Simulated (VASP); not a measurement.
Al2Au:

```
CELL_PARAMETERS angstrom
0.00000 3.00000 3.00000
3.00000 0.00000 3.00000
3.00000 3.00000 0.00000
ATOMIC_POSITIONS crystal
Au 0.00000 0.00000 0.00000
Al 0.75000 0.75000 0.75000
Al 0.25000 0.25000 0.25000
```

* Program: VASP 6.6.1
* Task: relaxation of cell and atoms
* Functional: LDA
* Potentials or basis: VASP PAW LDA potentials, release 64 (Au, Al)
* Cutoff: 600 eV
* k mesh: 8 × 8 × 8
* Occupations: fermi-dirac, width 0.05 eV
* Spin: no spin polarisation

At the start: pressure -2.4 GPa; volume 18.00 Å³/atom.

Task: How do energy, volume and symmetry change on relaxing?

Result: Over 3 steps the energy falls by 2.9 meV/atom and the volume is 17.63 Å³/atom (-2.1 %); space group Fm-3m (No. 225, to 0.05 Å).

The path:
```
step  energy change (eV)  largest force (eV/Å)  pressure (GPa)  volume (Å³)
   1              0.0000                0.0000           -2.40        54.00
   2             -0.0019                0.0000            2.32        51.92
   3             -0.0086                0.0000           -0.02        52.88
```

Final structure:
```
CELL_PARAMETERS angstrom
0.00000 2.97905 2.97905
2.97905 0.00000 2.97905
2.97905 2.97905 0.00000
ATOMIC_POSITIONS crystal
Au 0.00000 0.00000 0.00000
Al 0.75000 0.75000 0.75000
Al 0.25000 0.25000 0.25000
```
